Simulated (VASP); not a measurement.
Crystal: Al3B2W.

```
Al B W
1.0
     3.15000    0.00000    0.00000
     0.00000    1.62500    7.38500
     0.00000   -1.62500    7.38500
Al B W
3 2 1
Direct
  0.00000 0.19700 0.19700
  0.50000 0.80300 0.80300
  0.50000 0.59000 0.59000
  0.00000 0.03400 0.03400
  0.50000 0.96600 0.96600
  0.00000 0.41000 0.41000
```

- Program: VASP 6.6.1
- Task: relaxation of cell and atoms
- Functional: PBE
- Potentials or basis: VASP PAW PBE potentials, release 64 (Al, B, W_sv)
- Cutoff: 600 eV
- k mesh: 5 × 5 × 5
- Occupations: gaussian, width 0.2 eV
- Spin: no spin polarisation

At the start: pressure -9.9 GPa; volume 12.60 Å³/atom.

Q: How do energy, volume and symmetry change on relaxing?

A: Over 10 steps the energy falls by 39.4 meV/atom and the volume is 11.78 Å³/atom (-6.5 %); space group Amm2 (No. 38, to 0.1 Å) before and after.

The path:
```tsv
step	energy change (eV)	largest force (eV/Å)	pressure (GPa)	volume (Å³)
1	0.0000	0.8507	-9.92	75.60
2	-0.0695	0.7053	11.27	67.38
3	-0.1853	0.3659	0.75	70.82
4	-0.2145	0.2128	0.33	70.92
5	-0.2239	0.3391	0.09	71.00
6	-0.2323	0.1242	-0.65	71.11
7	-0.2327	0.1337	-0.84	71.14
8	-0.2349	0.0949	0.79	70.43
9	-0.2352	0.0980	0.38	70.60
10	-0.2366	0.0611	0.07	70.68
```

Final structure:
```
CELL_PARAMETERS angstrom
3.13201 0.00000 0.00000
0.00000 1.61877 6.97060
0.00000 -1.61877 6.97060
ATOMIC_POSITIONS crystal
Al 0.00000 0.19826 0.19826
Al 0.50000 0.79959 0.79959
Al 0.50000 0.58692 0.58692
B 0.00000 0.03520 0.03520
B 0.50000 0.96817 0.96817
W 0.00000 0.41186 0.41186
```

Caveat: the k points lie up to 0.40 Å⁻¹ apart in the final cell, too coarse for converged energies and pressures of a metal; the relaxation stopped at a loose force limit of 0.08 eV/Å, so its end isn't a converged minimum.
